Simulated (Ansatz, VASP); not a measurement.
One calculation of SnO, two programs

```xyz
4
Lattice="3.9427 0.0000 0.0000 0.0000 3.9427 0.0000 0.0000 0.0000 5.0277" Properties=species:S:1:pos:R:3 pbc="T T T"
Sn    0.0000    1.9713    1.2355
Sn    1.9713    0.0000    3.7922
O     0.0000    0.0000    0.0000
O     1.9713    1.9713    0.0000
```

Alike in both runs: task single point; functional LDA; k mesh 10 × 10 × 8; occupations gaussian, width 0.15 eV; no spin polarisation.

```csv
,VASP,Ansatz
version,VASP 6.6.1,Ansatz 0.2.0
potentials or method,"VASP PAW LDA potentials, release 64 (Sn_d, O), cutoff 520 eV","scalar-relativistic, plane waves, PAW"
valence electrons in the cell,40,40
```

```tsv
	VASP	Ansatz	Ansatz less VASP
gap on the k mesh at the Fermi level (eV)	0.22	0.23	+0.019
least direct gap on the mesh (eV)	1.83	1.82	-0.015
pressure (GPa)	-12.1	-12.2	-0.18
traceless stress, the component that is largest in VASP (GPa)	0.06	0.03	-0.030
rms of the force components (eV/Å)	0.815	0.848	+0.0329
```

LDA's correlation is that of Perdew and Zunger in VASP and of Perdew and Wang (1992) in Ansatz. Atom by atom the forces differ by 0.033 eV/Å (rms over components).
